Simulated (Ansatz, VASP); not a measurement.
One calculation of V, two programs

File INCAR:

```
SYSTEM = V
ALGO = Normal
EDIFF = 1E-6
ENCUT = 520
GGA = PE
ISIF = 2
ISMEAR = -1
ISPIN = 2
LASPH = .TRUE.
LCHARG = .FALSE.
LMAXMIX = 4
LORBIT = 11
LREAL = .FALSE.
LWAVE = .FALSE.
MAGMOM = -2.03
NBANDS = 16
NELM = 150
PREC = Accurate
SIGMA = 0.05
```

KPOINTS

```
k-points
0
G
  12 12 12
  0 0 0
```

POSCAR

```
V
1.0
   -1.5143500000      1.5143500000      1.5143500000
    1.5143500000     -1.5143500000      1.5143500000
    1.5143500000      1.5143500000     -1.5143500000
V
1
Direct
    0.0000000000      0.0000000000      0.0000000000
```

The input input.yaml:

```yaml
crystal:
  lattice:
    - [-1.51435, 1.51435, 1.51435]
    - [1.51435, -1.51435, 1.51435]
    - [1.51435, 1.51435, -1.51435]
  atoms:
    - { symbol: V, position: [0.0, 0.0, 0.0], spin: -2.03 }
hamiltonian:
  xc: pbe
  pseudopotentials: { kind: paw }
magnetization:
  spin_polarized: true
kpoints:
  mp_grid: { grid: [12, 12, 12] }
scf:
  occupations: { method: fermi_dirac, width: 0.05 }
output:
  forces: true
  stress: true
  eigenvalues: true
  write_density: true
  write_potential: true
  elf: true
  volumetric_format: npy
```

Alike in both runs: task single point; functional PBE; k mesh 12 × 12 × 12; occupations fermi-dirac, width 0.05 eV; collinear spin.

|  | VASP | Ansatz |
| --- | --- | --- |
| version | VASP 6.6.1 | Ansatz 0.2.0 |
| potentials or method | VASP PAW PBE potentials, release 64 (V_sv) | Ansatz PAW |
| plane-wave cutoff (eV) | 520 | 420 |
| valence electrons in the cell | 13 | 13 |

|  | VASP | Ansatz | Ansatz less VASP |
| --- | --- | --- | --- |
| gap on the k mesh at the Fermi level (eV) | none | none | - |
| pressure (GPa) | -5.2 | -5.4 | -0.20 |
| net moment per atom (μB) | 0.00 | 0.00 | 0.000 |

A gap of «none» marks a metal or a gap that the smearing closes.
